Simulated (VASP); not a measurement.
# Ta3N5 (Cmcm) in VASP: further runs

Ta3N5 is run at these levels: PBEsol; tasks: single point.

Everything below comes from runs of VASP 6.6.1. Logs are shortened: lines on timing, memory, paths and dates and some standing lists are left out, and cuts for length are marked.

## 1. The cell of the first run

It takes space group Cmcm (No. 63, orthorhombic). Conventional cell: a = 3.817 Å, b = 9.993 Å, c = 9.994 Å, α = 90.00°, β = 90.00°, γ = 90.00°. Within 2.6 Å of Ta (site symmetry m2m) lie 6 N at 2.00 to 2.09 Å. Ta (site symmetry m) has 6 N at 1.91 to 2.20 Å within 2.5 Å. Within 2.7 Å of N (site symmetry m2m) lie 4 Ta at 2.01 to 2.15 Å and 4 N at 2.65 Å. Within 2.7 Å of N (site symmetry m) lie 3 Ta at 1.91 to 2.01 Å and 3 N at 2.55 to 2.69 Å. N (site symmetry m) has 4 Ta at 1.99 to 2.20 Å and 5 N at 2.65 to 2.69 Å within 2.7 Å.

## 2. Single point, PBEsol (11.91 Å³/atom)

INCAR reads:

```
SYSTEM = Ta3N5
PREC = Accurate
ENCUT = 520
EDIFF = 1E-6
ISMEAR = 0
SIGMA = 0.02
LREAL = Auto
LASPH = .TRUE.
NELM = 80
ALGO = Normal
ISIF = 2
LWAVE = .FALSE.
LCHARG = .FALSE.
GGA = PS
NBANDS = 72
```

KPOINTS reads:

```
Automatic mesh
0
G
  8 8 4
  0 0 0
```

POSCAR reads:

```
Ta3N5
1.0
    1.9086001561     -4.9964917405      0.0000000000
    1.9086001561      4.9964917405      0.0000000000
    0.0000000000      0.0000000000      9.9944325768
Ta N
6 10
Direct
    0.7991062028      0.2008937972      0.2500000000
    0.2008937972      0.7991062028      0.7500000000
    0.8660654182      0.1339345818      0.5595102767
    0.1339345818      0.8660654182      0.0595102767
    0.1339345818      0.8660654182      0.4404897233
    0.8660654182      0.1339345818      0.9404897233
    0.2345331714      0.7654668286      0.2500000000
    0.7654668286      0.2345331714      0.7500000000
    0.9529579751      0.0470420249      0.1223101911
    0.0470420249      0.9529579751      0.6223101911
    0.0470420249      0.9529579751      0.8776898089
    0.9529579751      0.0470420249      0.3776898089
    0.6890585276      0.3109414724      0.0716107618
    0.3109414724      0.6890585276      0.5716107618
    0.3109414724      0.6890585276      0.9283892382
    0.6890585276      0.3109414724      0.4283892382
```

Potentials or basis: VASP PAW PBE potentials, release 64 (Ta_pv, N).

Started as:

```
cat potpaw_PBE.64/Ta_pv/POTCAR potpaw_PBE.64/N/POTCAR > POTCAR
mpirun -np 1 vasp_std > vasp.out
```

OUTCAR:

```text
SYSTEM = Ta3N5
   PREC = Accurate
   ENCUT = 520
   EDIFF = 1E-6
   ISMEAR = 0
   LREAL = Auto
   LASPH = .TRUE.
   NELM = 80
   ISIF = 2
   GGA = PS

 ion  position               nearest neighbor table
   1  0.799  0.201  0.250-   9 2.00  12 2.00   7 2.01   7 2.01  16 2.09  13 2.09   4 3.16   4 3.16
                             5 3.16   5 3.16   6 3.16   3 3.16
   2  0.201  0.799  0.750-  10 2.00  11 2.00   8 2.01   8 2.01  15 2.09  14 2.09   3 3.16   3 3.16
                             6 3.16   6 3.16   5 3.16   4 3.16
   3  0.866  0.134  0.560-  10 1.91  14 1.99  14 1.99  12 2.01   8 2.15  16 2.20   5 2.93   2 3.16
                             2 3.16   1 3.16   5 3.23   5 3.23
   4  0.134  0.866  0.060-   9 1.91  13 1.99  13 1.99  11 2.01   7 2.15  15 2.20   6 2.93   1 3.16
                             1 3.16   2 3.16   6 3.23   6 3.23
   5  0.134  0.866  0.440-  12 1.91  16 1.99  16 1.99  10 2.01   7 2.15  14 2.20   3 2.93   1 3.16
                             1 3.16   2 3.16   3 3.23   3 3.23
   6  0.866  0.134  0.940-  11 1.91  15 1.99  15 1.99   9 2.01   8 2.15  13 2.20   4 2.93   2 3.16
                             2 3.16   1 3.16   4 3.23   4 3.23
   7  0.235  0.765  0.250-   1 2.01   1 2.01   5 2.15   4 2.15
   8  0.765  0.235  0.750-   2 2.01   2 2.01   6 2.15   3 2.15
   9  0.953  0.047  0.122-   4 1.91   1 2.00   6 2.01
  10  0.047  0.953  0.622-   3 1.91   2 2.00   5 2.01
  11  0.047  0.953  0.878-   6 1.91   2 2.00   4 2.01
  12  0.953  0.047  0.378-   5 1.91   1 2.00   3 2.01
  13  0.689  0.311  0.072-   4 1.99   4 1.99   1 2.09   6 2.20
  14  0.311  0.689  0.572-   3 1.99   3 1.99   2 2.09   5 2.20
  15  0.311  0.689  0.928-   6 1.99   6 1.99   2 2.09   4 2.20
  16  0.689  0.311  0.428-   5 1.99   5 1.99   1 2.09   3 2.20

  LATTYP: Found a base centered orthorhombic cell.
 ALAT       =     3.8172003122
 B/A-ratio  =     2.6178829151
 C/A-ratio  =     2.6182625378

  Lattice vectors:

 A1 = (   1.9086001561,  -4.9964917405,   0.0000000000)
 A2 = (   1.9086001561,   4.9964917405,   0.0000000000)
 A3 = (   0.0000000000,   0.0000000000,   9.9944325768)

Analysis of symmetry for initial positions (statically):
=====================================================================
 Subroutine PRICEL returns:
 Original cell was already a primitive cell.

 Routine SETGRP: Setting up the symmetry group for a
 base centered orthorhombic supercell.

 Subroutine GETGRP returns: Found  8 space group operations
 (whereof  4 operations were pure point group operations)
 out of a pool of  8 trial point group operations.

The static configuration has the point symmetry C_2h.
 The point group associated with its full space group is D_2h.

Analysis of symmetry for dynamics (positions and initial velocities):
=====================================================================
 Subroutine PRICEL returns:
 Original cell was already a primitive cell.

 Routine SETGRP: Setting up the symmetry group for a
 base centered orthorhombic supercell.

 Subroutine GETGRP returns: Found  8 space group operations
 (whereof  4 operations were pure point group operations)
 out of a pool of  8 trial point group operations.

The dynamic configuration has the point symmetry C_2h.
 The point group associated with its full space group is D_2h.

 Subroutine INISYM returns: Found  8 space group operations
 (whereof  4 operations are pure point group operations),
 and found     1 'primitive' translations

----------------------------------------------------------------------------------------

                                     Primitive cell

  volume of cell :     190.6199

  direct lattice vectors                    reciprocal lattice vectors
     1.908600156 -4.996491740  0.000000000     0.261972105 -0.100070214  0.000000000
     1.908600156  4.996491740  0.000000000     0.261972105  0.100070214  0.000000000
     0.000000000  0.000000000  9.994432577     0.000000000  0.000000000  0.100055705

  length of vectors
     5.348615173  5.348615173  9.994432577     0.280434362  0.280434362  0.100055705

  position of ions in fractional coordinates (direct lattice)
     0.799106203  0.200893797  0.250000000
     0.200893797  0.799106203  0.750000000
     0.866065418  0.133934582  0.559510277
     0.133934582  0.866065418  0.059510277
     0.133934582  0.866065418  0.440489723
     0.866065418  0.133934582  0.940489723
[... 8 lines left out ...]
     0.310941472  0.689058528  0.928389238
     0.689058528  0.310941472  0.428389238

  ion indices of the primitive-cell ions
   primitive index   ion index
                 1           1
                 2           2
                 3           3
                 4           4
                 5           5
                 6           6
[... 8 lines left out ...]
                15          15
                16          16

----------------------------------------------------------------------------------------

 KPOINTS: Automatic mesh

Automatic generation of k-mesh.
 Grid dimensions read from file:
 generate k-points for:    8    8    4

 Generating k-lattice:

  Cartesian coordinates                     Fractional coordinates (reciprocal lattice)
     0.032746513 -0.012508777  0.000000000     0.125000000  0.000000000  0.000000000
     0.032746513  0.012508777  0.000000000     0.000000000  0.125000000  0.000000000
     0.000000000  0.000000000  0.025013926     0.000000000  0.000000000  0.250000000

  Length of vectors
     0.035054295  0.035054295  0.025013926

  Shift w.r.t. Gamma in fractional coordinates (k-lattice)
     0.000000000  0.000000000  0.000000000

 Subroutine IBZKPT returns following result:
 ===========================================

 Found     63 irreducible k-points:

 Following reciprocal coordinates:
            Coordinates               Weight
  0.000000  0.000000  0.000000      1.000000
  0.125000  0.000000  0.000000      4.000000
  0.250000  0.000000  0.000000      4.000000
  0.375000 -0.000000  0.000000      4.000000
  0.500000  0.000000  0.000000      2.000000
  0.125000  0.125000  0.000000      2.000000
[... 16 lines left out ...]
  0.125000  0.000000  0.250000      8.000000
  0.250000  0.000000  0.250000      8.000000
 [... further k-points ...]
   k-points           NKPTS =     63   k-points in BZ     NKDIM =     63   number of bands    NBANDS=     72
   number of dos      NEDOS =    301   number of ions     NIONS =     16
   total plane-waves  NPLWV = 128000
   dimension x,y,z NGX =    40 NGY =   40 NGZ =   80
   dimension x,y,z NGXF=    80 NGYF=   80 NGZF=  160
   ions per type =               6  10
   NGX,Y,Z   is equivalent  to a cutoff of  12.43, 12.43, 13.31 a.u.
   NGXF,Y,Z  is equivalent  to a cutoff of  24.87, 24.87, 26.61 a.u.
 SYSTEM =  Ta3N5
   PREC   = accura    normal or accurate (medium, high low for compatibility)
   ISTART =      0    job   : 0-new  1-cont  2-samecut
   ICHARG =      2    charge: 1-file 2-atom 10-const
   ISPIN  =      1    spin polarized calculation?
   LNONCOLLINEAR =      F non collinear calculations
   LSORBIT =      F    spin-orbit coupling
   LASPH  =      T    aspherical Exc in radial PAW
   ENCUT  =  520.0 eV  38.22 Ry    6.18 a.u.   9.94  9.94 18.58*2*pi/ulx,y,z
   NELM   =     80;   NELMIN=  2; NELMDL= -5     # of ELM steps
   EDIFF  = 0.1E-05   stopping-criterion for ELM
   LREAL  =      T    real-space projection
   EDIFFG = 0.1E-04   stopping-criterion for IOM
   NSW    =      0    number of steps for IOM
   IBRION =     -1    ionic relax: 0-MD 1-quasi-New 2-CG
   NFREE  =      0    steps in history (QN), initial steepest desc. (CG)
   ISIF   =      2    stress and relaxation
   ISYM   =      2    0-nonsym 1-usesym 2-fastsym
   POTIM  = 0.5000    time-step for ionic-motion
   TEBEG  =    0.0;   TEEND  =   0.0 temperature during run
   PSTRESS=    0.0 pullay stress
   NELECT =     116.0000    total number of electrons
   NUPDOWN=      -1.0000    fix difference up-down
   EMIN   =  10.00;   EMAX   =-10.00  energy-range for DOS
   EFERMI =   0.00;   METHOD = LEGACY
   ISMEAR =     0;   SIGMA  =   0.02  broadening in eV -4-tet -1-fermi 0-gaus
   EFERMI_NEDOS =   21; number of points for ismear=-14 and -15
   IALGO  =     38    algorithm
   IMIX   =      4    mixing-type and parameters
     AMIX     =   0.40;   BMIX     =  1.00
     AMIX_MAG =   1.60;   BMIX_MAG =  1.00
  volume/ion in A,a.u.               =      11.91        80.40
  Fermi-wavevector in a.u.,A,eV,Ry     =   1.387303  2.621623 26.185913  1.924610
  Thomas-Fermi vector in A             =   2.511537
   LORBIT       =      0    0 simple, 1 ext, 2 COOP (PROOUT), +10 PAW based schemes
   GGA     = PS    functional components
   LHFCALC =     F    Hartree Fock is set to
   AEXX    =    0.0000 exact exchange contribution
   IVDW    =     0    specifies the selected vdW correction
   LEPSILON=     F    determine dielectric tensor
   LRPA    =     F    only Hartree local field effects (RPA)
 non-spin polarized calculation
 Gauss-broadening in eV      SIGMA  =   0.02
  energy-cutoff  :      520.00
  volume of cell :      190.62
 maximum number of plane-waves:      5175
   NGX = 19   NGY = 19   NGZ = 37

 number of electron     115.9999996 magnetization

 Free energy of the ion-electron system (eV)
  ---------------------------------------------------
  ext. energy  EPLUGINS =         0.00000000
  ---------------------------------------------------
  free energy    TOTEN  =      -178.71035965 eV

  energy without entropy =     -178.71035965  energy(sigma->0) =     -178.71035965

 E-fermi :   4.6048     XC(G=0): -11.7806

 val. band max:        4.4349106421   @ k =   0.1250   0.1250   0.0000
 cond. band min:       5.5130602826   @ k =   0.5000   0.5000   0.0000
 fundamental gap:      1.0781496405
 Fermi energy:         4.6047669859

 k-point     1 :       0.0000    0.0000    0.0000
  band No.  band energies     occupation
      1     -30.3845      2.00000
      2     -30.3672      2.00000
      3     -30.3213      2.00000
      4     -30.1717      2.00000
      5     -30.1492      2.00000
      6     -30.1461      2.00000
[... 62 lines left out ...]
     69       8.6923      0.00000
     70       8.7347      0.00000
[... 1677 lines left out ...]
     69       8.4074      0.00000
     70       8.4321      0.00000

 [... further k-points ...]

 [bands above 70 left out]

------------------------ aborting loop because EDIFF is reached ----------------------------------------

  FORCE on cell =-STRESS in cart. coord.  units (eV):
  Direction    XX          YY          ZZ          XY          YZ          ZX
  --------------------------------------------------------------------------------------
  -------------------------------------------------------------------------------------
  Total       22.6833389     22.7241921     22.4805030      0.0000000      0.0000000      0.0000000
  in kB      190.6554822    190.9988569    188.9506277      0.0000000      0.0000000      0.0000000
  external PRESSURE =     190.2016556 kB  Pullay stress =       0.0000000 kB

 VOLUME and BASIS-vectors are now :
 -----------------------------------------------------------------------------
  energy-cutoff  :      520.00
  volume of cell :      190.62
      direct lattice vectors                 reciprocal lattice vectors
     1.908600156 -4.996491740  0.000000000     0.261972105 -0.100070214  0.000000000
     1.908600156  4.996491740  0.000000000     0.261972105  0.100070214  0.000000000
     0.000000000  0.000000000  9.994432577     0.000000000  0.000000000  0.100055705

 POSITION                                       TOTAL-FORCE (eV/Angst)
 -----------------------------------------------------------------------------------
      1.90860     -2.98896      2.49861         0.000000      0.014298     -0.000000
      1.90860      2.98896      7.49582         0.000000     -0.014298     -0.000000
      1.90860     -3.65809      5.59199         0.000000      0.047705      0.004121
      1.90860      3.65809      0.59477         0.000000     -0.047705      0.004121
      1.90860      3.65809      4.40244         0.000000     -0.047705     -0.004121
      1.90860     -3.65809      9.39966         0.000000      0.047705     -0.004121
[... 8 lines left out ...]
      1.90860      1.88926      9.27872         0.000000     -0.021047      0.011826
      1.90860     -1.88926      4.28151         0.000000      0.021047      0.011826
 -----------------------------------------------------------------------------------
    total drift:                               -0.000000      0.000000     -0.000000

  FREE ENERGIE OF THE ION-ELECTRON SYSTEM (eV)
  ---------------------------------------------------
  free  energy   TOTEN  =      -178.7103596501 eV

  energy  without entropy=     -178.7103596501  energy(sigma->0) =     -178.71035965
```

Wall time 43 min (1 thread of Intel Xeon 6975P-C (Granite Rapids), shared host); peak memory 0.69 GiB.

What came out:

```yaml
Free_energy: -178.7104 eV
Pressure: 19.0 GPa
Largest_force: 0.067 eV/Å
Band_gap_on_the_k_mesh: 1.08 eV (least direct gap 1.38 eV)
```

Forces in eV/Å, atoms in the order of the input:
```
Ta   0.000  0.014  0.000
Ta   0.000 -0.014  0.000
Ta   0.000  0.048  0.004
Ta   0.000 -0.048  0.004
Ta   0.000 -0.048 -0.004
Ta   0.000  0.048 -0.004
N    0.000  0.000  0.000
N    0.000  0.000  0.000
N    0.000  0.026  0.062
N    0.000 -0.026  0.062
N    0.000 -0.026 -0.062
N    0.000  0.026 -0.062
N    0.000  0.021 -0.012
N    0.000 -0.021 -0.012
N    0.000 -0.021  0.012
N    0.000  0.021  0.012
```

Stress tensor (GPa, compression positive):
```
19.07  0.00  0.00
 0.00 19.10  0.00
 0.00  0.00 18.90
```

Levels at points of the mesh, in eV from the valence-band top:
| k point | band 55 | band 56 | band 57 | band 58 | band 59 | band 60 | band 61 | band 62 |
| --- | --- | --- | --- | --- | --- | --- | --- | --- |
| (0.00, 0.00, 0.00) | -0.93 | -0.66 | -0.31 | -0.06 | 1.34 | 1.65 | 2.06 | 2.47 |
| (0.50, 0.00, 0.00) | -1.26 | -1.19 | -0.63 | -0.50 | 1.66 | 1.75 | 2.72 | 3.15 |
| (0.50, 0.50, 0.00) | -1.08 | -1.02 | -0.76 | -0.41 | 1.08 | 1.95 | 2.23 | 3.08 |
| (0.00, 0.00, 0.50) | -0.87 | -0.87 | -0.62 | -0.62 | 1.53 | 1.53 | 2.54 | 2.54 |
| (0.50, 0.00, 0.50) | -0.87 | -0.87 | -0.63 | -0.63 | 1.91 | 1.91 | 2.82 | 2.82 |
| (0.50, 0.50, 0.50) | -1.33 | -1.33 | -0.71 | -0.71 | 1.56 | 1.56 | 2.70 | 2.70 |

Caveat: the cell stands under pressure; the PAW data sets were made with another functional, which shifts forces and pressure a little; spin-orbit coupling is left out, which moves the levels of the heavy elements. A k mesh can miss the band edges.

## 3. Single point, PBEsol

This run uses another cell than the first one, of 12.67 Å³/atom.

INCAR reads:

```
SYSTEM = Ta3N5
PREC     = Accurate       ! precision mode
ENCUT    = 520            ! plane-wave cutoff, eV
EDIFF    = 1E-6           ! SCF threshold, eV
ISMEAR   = 0              ! smearing method
SIGMA    = 0.02           ! smearing width, eV
LREAL    = Auto         
LASPH    = .True.         ! aspherical terms in the spheres
NELM     = 60             ! most SCF steps
ALGO     = Normal         ! electronic algorithm
ISIF     = 2              ! what is computed and relaxed
LWAVE    = .False.        ! write WAVECAR
LCHARG   = .True.         ! write CHGCAR
GGA      = PS             ! functional
LELF     = .True.         ! ELF
LVHAR    = .True.       
NBANDS   = 72             ! bands
```

KPOINTS reads:

```
Automatic mesh
0
Gamma
  8 8 4
  0 0 0
```

POSCAR reads:

```
Ta3N5
1.0
    1.9388796734     -5.1080233252      0.0000000000
    1.9388796734      5.1080233252      0.0000000000
    0.0000000000      0.0000000000     10.2378011134
Ta N
6 10
Direct
    0.8012203281      0.1987796719      0.2500000000
    0.1987796719      0.8012203281      0.7500000000
    0.8662888692      0.1337111308      0.5592971280
    0.1337111308      0.8662888692      0.0592971280
    0.1337111308      0.8662888692      0.4407028720
    0.8662888692      0.1337111308      0.9407028720
    0.2358543473      0.7641456527      0.2500000000
    0.7641456527      0.2358543473      0.7500000000
    0.9529959485      0.0470040515      0.1199198271
    0.0470040515      0.9529959485      0.6199198271
    0.0470040515      0.9529959485      0.8800801729
    0.9529959485      0.0470040515      0.3800801729
    0.6913044236      0.3086955764      0.0732977814
    0.3086955764      0.6913044236      0.5732977814
    0.3086955764      0.6913044236      0.9267022186
    0.6913044236      0.3086955764      0.4267022186
```

Potentials or basis: VASP PAW PBE potentials, release 64 (Ta_pv, N).

Started as:

```
cat potpaw_PBE.64/Ta_pv/POTCAR potpaw_PBE.64/N/POTCAR > POTCAR
mpirun -np 1 vasp_std > vasp.out
```

It took 65 min on 1 thread of Oxide Virtual Turin-like, shared host; peak memory 0.69 GiB.

The run converged. Its results:

- Free energy: -179.4297 eV
- Pressure: 0.8 GPa
- Largest force: 0.057 eV/Å
- Band gap on the k mesh: 1.13 eV (least direct gap 1.39 eV)

Forces in eV/Å, atoms in the order of the input:
```
Ta   0.000  0.007  0.000
Ta   0.000 -0.007  0.000
Ta   0.000  0.034  0.006
Ta   0.000 -0.034  0.006
Ta   0.000 -0.034 -0.006
Ta   0.000  0.034 -0.006
N    0.000  0.007  0.000
N    0.000 -0.007  0.000
N    0.000  0.021  0.053
N    0.000 -0.021  0.053
N    0.000 -0.021 -0.053
N    0.000  0.021 -0.053
N    0.000  0.014 -0.007
N    0.000 -0.014 -0.007
N    0.000 -0.014  0.007
N    0.000  0.014  0.007
```

Stress tensor (GPa, compression positive):
```
0.82 0.00 0.00
0.00 0.89 0.00
0.00 0.00 0.73
```

Levels at points of the mesh, in eV from the valence-band top:
```csv
k point,band 55,band 56,band 57,band 58,band 59,band 60,band 61,band 62
"(0.00, 0.00, 0.00)",-0.87,-0.56,-0.32,-0.05,1.37,1.65,2.04,2.37
"(0.50, 0.00, 0.00)",-1.14,-1.10,-0.62,-0.44,1.68,1.72,2.60,2.92
"(0.50, 0.50, 0.00)",-1.00,-0.99,-0.83,-0.35,1.13,1.84,2.24,2.90
"(0.00, 0.00, 0.50)",-0.77,-0.77,-0.58,-0.58,1.54,1.54,2.44,2.44
"(0.50, 0.00, 0.50)",-0.81,-0.81,-0.58,-0.58,1.88,1.88,2.66,2.66
"(0.50, 0.50, 0.50)",-1.25,-1.25,-0.63,-0.63,1.53,1.53,2.62,2.62
```

Caveat: the PAW data sets were made with another functional, which shifts forces and pressure a little; spin-orbit coupling is left out, which moves the levels of the heavy elements. A k mesh can miss the band edges.
